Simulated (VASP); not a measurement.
**V: single point with RPBE+D4+U**

The system is V.

```
V
1.0
    -1.51435    1.51435    1.51435
     1.51435   -1.51435    1.51435
     1.51435    1.51435   -1.51435
V
1
Direct
  0.00000 0.00000 0.00000
```

| Item | Value |
| --- | --- |
| Program | VASP 6.6.1 |
| Task | single point |
| Functional | RPBE |
| Dispersion | D4 |
| Potentials or basis | VASP PAW PBE potentials, release 64 (V_sv) |
| Cutoff | 520 eV |
| k mesh | 12 × 12 × 12 |
| Occupations | gaussian, width 0.05 eV |
| Spin | collinear spin, ferromagnetic start |
| Starting moments | [2.0] μB |
| Hubbard terms | V d U = 6.2 eV |

The pressure is 52.2 GPa. The net moment is 2.30 μB per cell, the site moments are V +2.14 μB and the valence electrons inside the program's atomic spheres are V 11.62. The dispersion energy per atom is -0.584 eV.

Levels at points of the mesh, in eV from the Fermi level:
Spin up:
```
           k point  band 4  band 5  band 6  band 7  band 8  band 9  band 10  band 11  band 12  band 13
(0.00, 0.00, 0.00)  -38.88   -8.42   -3.39   -3.39   -3.39    3.20     3.20    18.28    18.28    18.28
(0.50, 0.00, 0.00)  -38.88   -5.59   -4.78   -0.31    0.17    1.90     3.58     7.67    13.97    17.07
(0.50, 0.50, 0.50)  -39.46   -2.70   -2.70   -0.20   -0.20   -0.20     7.83     7.83     7.83    16.68
```
Spin down:
```csv
k point,band 2,band 3,band 4,band 5,band 6,band 7,band 8,band 9,band 10
"(0.00, 0.00, 0.00)",-36.87,-36.87,-36.87,-7.47,3.58,3.58,3.58,3.69,3.69
"(0.50, 0.00, 0.00)",-37.72,-37.13,-36.88,-2.22,0.49,1.70,4.24,4.32,7.42
"(0.50, 0.50, 0.50)",-37.44,-37.44,-37.44,-2.32,-2.32,6.98,6.98,6.98,9.42
```

Eigenvalues of the final occupation matrices:
```csv
site,spin,trace,eigenvalues
site 1 d,1,2.57,0.13 0.13 0.77 0.77 0.77
site 1 d,2,0.48,0.04 0.04 0.04 0.18 0.18
```

Wall time 2.1 min on 1 thread of Intel Xeon 8259CL (shared host), peak memory 0.15 GiB.

Caveat: the PAW data sets were made with another functional, which shifts forces and pressure a little; pairwise dispersion overbinds metals, which lowers pressure and volume; the U is typed as a test and isn't derived for this compound. The state reached can hang on the start; a lower one may exist.
